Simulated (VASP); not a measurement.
# Ir (P6_3/mmc) in VASP: single point with PBEsol

Aim: the single point of Ir with PBEsol.

Everything below comes from runs of VASP 6.6.1. Logs are shortened: lines on timing, memory, paths and dates and some standing lists are left out, and cuts for length are marked.

## 1. The cell of the first run

The structure is hexagonal, space group P6_3/mmc (No. 194). Conventional cell: a = 2.715 Å, b = 2.715 Å, c = 4.417 Å, α = 90.00°, β = 90.00°, γ = 120.00°. Ir (site symmetry -6m2) has 12 Ir at 2.71 Å within 3.6 Å.

This isn't the form of Ir at room conditions, which is fcc.

## 2. Single point, PBEsol

The input, INCAR:

```
  PREC = Accurate
  ENCUT = 560
  EDIFF = 1E-6
  ISMEAR = 0
  SIGMA = 0.1
  LREAL = False
  LASPH = True
  NELM = 120
  ALGO = Normal
  ISIF = 2
  LWAVE = False
  LCHARG = True
  GGA = PS
  LELF = True
  LVHAR = True
  NBANDS = 24
  GGA_COMPAT = False
```

The input, KPOINTS:

```
regular mesh
0
Gamma
  12 12 4
```

The input, POSCAR:

```
Ir
1.0
    2.7146954491      0.0000000000      0.0000000000
   -1.3573477245      2.3509952224      0.0000000000
    0.0000000000      0.0000000000      4.4174029644
Ir
2
Direct
    0.6666666667      0.3333333333      0.7500000000
    0.3333333333      0.6666666667      0.2500000000
```

Potentials or basis: VASP PAW PBE potentials, release 64 (Ir_sv_GW).

Run with:

```bash
> cat potpaw_PBE.64/Ir_sv_GW/POTCAR > POTCAR
> mpirun -np 1 vasp_std > vasp.out
```

OUTCAR:

```text
PREC = Accurate
   ENCUT = 560
   EDIFF = 1E-6
   ISMEAR = 0
   LREAL = False
   LASPH = True
   NELM = 120
   ISIF = 2
   GGA = PS

 ion  position               nearest neighbor table
   1  0.667  0.333  0.750-   2 2.71   2 2.71   2 2.71   2 2.71   2 2.71   2 2.71
   2  0.333  0.667  0.250-   1 2.71   1 2.71   1 2.71   1 2.71   1 2.71   1 2.71

  LATTYP: Found a hexagonal cell.
 ALAT       =     2.7146954491
 C/A-ratio  =     1.6272186134

  Lattice vectors:

 A1 = (   2.7146954491,   0.0000000000,   0.0000000000)
 A2 = (  -1.3573477245,   2.3509952224,   0.0000000000)
 A3 = (   0.0000000000,   0.0000000000,   4.4174029644)

Analysis of symmetry for initial positions (statically):
=====================================================================
 Subroutine PRICEL returns:
 Original cell was already a primitive cell.

 Routine SETGRP: Setting up the symmetry group for a
 hexagonal supercell.

 Subroutine GETGRP returns: Found 24 space group operations
 (whereof 12 operations were pure point group operations)
 out of a pool of 24 trial point group operations.

The static configuration has the point symmetry D_3d.
 The point group associated with its full space group is D_6h.

Analysis of symmetry for dynamics (positions and initial velocities):
=====================================================================
 Subroutine PRICEL returns:
 Original cell was already a primitive cell.

 Routine SETGRP: Setting up the symmetry group for a
 hexagonal supercell.

 Subroutine GETGRP returns: Found 24 space group operations
 (whereof 12 operations were pure point group operations)
 out of a pool of 24 trial point group operations.

The dynamic configuration has the point symmetry D_3d.
 The point group associated with its full space group is D_6h.

 Subroutine INISYM returns: Found 24 space group operations
 (whereof 12 operations are pure point group operations),
 and found     1 'primitive' translations

----------------------------------------------------------------------------------------

                                     Primitive cell

  volume of cell :      28.1929

  direct lattice vectors                    reciprocal lattice vectors
     2.714695449  0.000000000  0.000000000     0.368365446  0.212675889  0.000000000
    -1.357347725  2.350995222  0.000000000     0.000000000  0.425351779  0.000000000
     0.000000000  0.000000000  4.417402964     0.000000000  0.000000000  0.226377355

  length of vectors
     2.714695449  2.714695449  4.417402964     0.425351779  0.425351779  0.226377355

  position of ions in fractional coordinates (direct lattice)
     0.666666667  0.333333333  0.750000000
     0.333333333  0.666666667  0.250000000

  ion indices of the primitive-cell ions
   primitive index   ion index
                 1           1
                 2           2

----------------------------------------------------------------------------------------

 KPOINTS: regular mesh

Automatic generation of k-mesh.
 Grid dimensions read from file:
 generate k-points for:   12   12    4

 Generating k-lattice:

  Cartesian coordinates                     Fractional coordinates (reciprocal lattice)
     0.030697121  0.017722991  0.000000000     0.083333333  0.000000000  0.000000000
     0.000000000  0.035445982  0.000000000     0.000000000  0.083333333  0.000000000
     0.000000000  0.000000000  0.056594339     0.000000000  0.000000000  0.250000000

  Length of vectors
     0.035445982  0.035445982  0.056594339

  Shift w.r.t. Gamma in fractional coordinates (k-lattice)
     0.000000000  0.000000000  0.000000000

 Subroutine IBZKPT returns following result:
 ===========================================

 Found     57 irreducible k-points:

 Following reciprocal coordinates:
            Coordinates               Weight
  0.000000  0.000000  0.000000      1.000000
  0.083333  0.000000  0.000000      6.000000
  0.166667 -0.000000  0.000000      6.000000
  0.250000  0.000000  0.000000      6.000000
  0.333333 -0.000000  0.000000      6.000000
  0.416667 -0.000000  0.000000      6.000000
[... 16 lines left out ...]
  0.250000  0.000000  0.250000     12.000000
  0.333333 -0.000000  0.250000     12.000000
 [... further k-points ...]
   k-points           NKPTS =     57   k-points in BZ     NKDIM =     57   number of bands    NBANDS=     24
   number of dos      NEDOS =    301   number of ions     NIONS =      2
   total plane-waves  NPLWV =  20736
   dimension x,y,z NGX =    24 NGY =   24 NGZ =   36
   dimension x,y,z NGXF=    48 NGYF=   48 NGZF=   72
   ions per type =               2
   NGX,Y,Z   is equivalent  to a cutoff of  14.70, 14.70, 13.55 a.u.
   NGXF,Y,Z  is equivalent  to a cutoff of  29.39, 29.39, 27.10 a.u.
 SYSTEM =  unknown system
   PREC   = accura    normal or accurate (medium, high low for compatibility)
   ISTART =      0    job   : 0-new  1-cont  2-samecut
   ICHARG =      2    charge: 1-file 2-atom 10-const
   ISPIN  =      1    spin polarized calculation?
   LNONCOLLINEAR =      F non collinear calculations
   LSORBIT =      F    spin-orbit coupling
   LASPH  =      T    aspherical Exc in radial PAW
   ENCUT  =  560.0 eV  41.16 Ry    6.42 a.u.   5.24  5.24  8.52*2*pi/ulx,y,z
   NELM   =    120;   NELMIN=  2; NELMDL= -5     # of ELM steps
   EDIFF  = 0.1E-05   stopping-criterion for ELM
   LREAL  =      F    real-space projection
   EDIFFG = 0.1E-04   stopping-criterion for IOM
   NSW    =      0    number of steps for IOM
   IBRION =     -1    ionic relax: 0-MD 1-quasi-New 2-CG
   NFREE  =      0    steps in history (QN), initial steepest desc. (CG)
   ISIF   =      2    stress and relaxation
   ISYM   =      2    0-nonsym 1-usesym 2-fastsym
   POTIM  = 0.5000    time-step for ionic-motion
   TEBEG  =    0.0;   TEEND  =   0.0 temperature during run
   PSTRESS=    0.0 pullay stress
   NELECT =      34.0000    total number of electrons
   NUPDOWN=      -1.0000    fix difference up-down
   EMIN   =  10.00;   EMAX   =-10.00  energy-range for DOS
   EFERMI =   0.00;   METHOD = LEGACY
   ISMEAR =     0;   SIGMA  =   0.10  broadening in eV -4-tet -1-fermi 0-gaus
   EFERMI_NEDOS =   21; number of points for ismear=-14 and -15
   IALGO  =     38    algorithm
   IMIX   =      4    mixing-type and parameters
     AMIX     =   0.40;   BMIX     =  1.00
     AMIX_MAG =   1.60;   BMIX_MAG =  1.00
  volume/ion in A,a.u.               =      14.10        95.13
  Fermi-wavevector in a.u.,A,eV,Ry     =   1.742560  3.292962 41.314319  3.036517
  Thomas-Fermi vector in A             =   2.814802
   LORBIT       =      0    0 simple, 1 ext, 2 COOP (PROOUT), +10 PAW based schemes
   GGA     = PS    functional components
   LHFCALC =     F    Hartree Fock is set to
   AEXX    =    0.0000 exact exchange contribution
   IVDW    =     0    specifies the selected vdW correction
   LEPSILON=     F    determine dielectric tensor
   LRPA    =     F    only Hartree local field effects (RPA)
 non-spin polarized calculation
 Gauss-broadening in eV      SIGMA  =   0.10
  energy-cutoff  :      560.00
  volume of cell :       28.19
 maximum number of plane-waves:       864
 NGX is ok and might be reduce to    24
   NGX = 11   NGY = 11   NGZ = 17

 number of electron      34.0000000 magnetization

 Free energy of the ion-electron system (eV)
  ---------------------------------------------------
  ext. energy  EPLUGINS =         0.00000000
  ---------------------------------------------------
  free energy    TOTEN  =       -20.69308362 eV

  energy without entropy =      -20.68497883  energy(sigma->0) =      -20.68903122

 E-fermi :  12.8849     XC(G=0): -14.7276

 val. band max:       12.8757464837   @ k =   0.2500   0.0833   0.5000
 cond. band min:      12.8991799608   @ k =   0.3333  -0.0000   0.5000
 fundamental gap:      0.0234334771
 Fermi energy:        12.8849015238

 k-point     1 :       0.0000    0.0000    0.0000
  band No.  band energies     occupation
      1     -80.2071      2.00000
      2     -80.1402      2.00000
      3     -37.3927      2.00000
      4     -36.7042      2.00000
      5     -36.7042      2.00000
      6     -36.5889      2.00000
[... 16 lines left out ...]
     23      28.5136      0.00000
     24      29.6629      0.00000

 k-point     2 :       0.0833    0.0000    0.0000
  band No.  band energies     occupation
      1     -80.2033      2.00000
      2     -80.1381      2.00000
      3     -37.3753      2.00000
      4     -36.7446      2.00000
      5     -36.7170      2.00000
      6     -36.6311      2.00000
[... 16 lines left out ...]
     23      28.8741      0.00000
     24      30.1242      0.00000

 k-point     3 :       0.1667   -0.0000    0.0000
  band No.  band energies     occupation
      1     -80.1925      2.00000
      2     -80.1333      2.00000
      3     -37.3259      2.00000
      4     -36.8557      2.00000
      5     -36.7522      2.00000
      6     -36.7449      2.00000
[... 16 lines left out ...]
     23      29.4510      0.00000
     24      30.4230      0.00000

 k-point     4 :       0.2500    0.0000    0.0000
  band No.  band energies     occupation
      1     -80.1769      2.00000
      2     -80.1266      2.00000
      3     -37.2513      2.00000
      4     -37.0065      2.00000
      5     -36.8958      2.00000
      6     -36.7981      2.00000
[... 16 lines left out ...]
     23      28.3256      0.00000
     24      28.7906      0.00000

 k-point     5 :       0.3333   -0.0000    0.0000
  band No.  band energies     occupation
      1     -80.1608      2.00000
      2     -80.1217      2.00000
      3     -37.1639      2.00000
      4     -37.1577      2.00000
      5     -37.0427      2.00000
      6     -36.8433      2.00000
[... 451 lines left out ...]
 k-point    22 :       0.1667   -0.0000    0.2500
  band No.  band energies     occupation
      1     -80.1840      2.00000
      2     -80.1418      2.00000
      3     -37.2402      2.00000
      4     -36.8361      2.00000
      5     -36.8127      2.00000
      6     -36.7321      2.00000
[... 16 lines left out ...]
     23      29.1190      0.00000
     24      29.6682      0.00000

 k-point    23 :       0.2500    0.0000    0.2500
  band No.  band energies     occupation
      1     -80.1698      2.00000
      2     -80.1342      2.00000
      3     -37.2180      2.00000
      4     -36.9792      2.00000
      5     -36.9258      2.00000
      6     -36.7757      2.00000
[... 16 lines left out ...]
     23      28.4867      0.00000
     24      29.7516      0.00000

 k-point    24 :       0.3333   -0.0000    0.2500
  band No.  band energies     occupation
      1     -80.1551      2.00000
      2     -80.1277      2.00000
      3     -37.2519      2.00000
      4     -37.1198      2.00000
      5     -36.9780      2.00000
      6     -36.8183      2.00000
[... 16 lines left out ...]
     23      27.1770      0.00000
     24      27.9813      0.00000

 [... further k-points ...]

------------------------ aborting loop because EDIFF is reached ----------------------------------------

  FORCE on cell =-STRESS in cart. coord.  units (eV):
  Direction    XX          YY          ZZ          XY          YZ          ZX
  --------------------------------------------------------------------------------------
  -------------------------------------------------------------------------------------
  Total       -0.3189466     -0.3189466     -0.3159612     -0.0000000     -0.0000000      0.0000000
  in kB      -18.1254448    -18.1254448    -17.9557865     -0.0000000     -0.0000000      0.0000000
  external PRESSURE =     -18.0688920 kB  Pullay stress =       0.0000000 kB

 VOLUME and BASIS-vectors are now :
 -----------------------------------------------------------------------------
  energy-cutoff  :      560.00
  volume of cell :       28.19
      direct lattice vectors                 reciprocal lattice vectors
     2.714695449  0.000000000  0.000000000     0.368365446  0.212675889  0.000000000
    -1.357347725  2.350995222  0.000000000     0.000000000  0.425351779  0.000000000
     0.000000000  0.000000000  4.417402964     0.000000000  0.000000000  0.226377355

 POSITION                                       TOTAL-FORCE (eV/Angst)
 -----------------------------------------------------------------------------------
      1.35735      0.78367      3.31305         0.000000     -0.000000      0.000000
     -0.00000      1.56733      1.10435         0.000000      0.000000      0.000000
 -----------------------------------------------------------------------------------
    total drift:                               -0.000000      0.000000     -0.000000

  FREE ENERGIE OF THE ION-ELECTRON SYSTEM (eV)
  ---------------------------------------------------
  free  energy   TOTEN  =       -20.6930836206 eV

  energy  without entropy=      -20.6849788279  energy(sigma->0) =      -20.68903122
```

Wall time 30 s (1 thread of Intel Xeon Platinum 8488C (Sapphire Rapids), shared host); peak memory 0.18 GiB.

What came out:

```yaml
Free_energy: -20.6931 eV
Pressure: -1.8 GPa
Band_gap_on_the_k_mesh: zero (bands 17 and 18 overlap by 3.39 eV)
```

Caveat: the PAW data sets were made with another functional, which shifts forces and pressure a little; spin-orbit coupling is left out, which moves the levels of the heavy elements.

The gap in the log of VASP goes by the Fermi energy; the results here count the filled bands.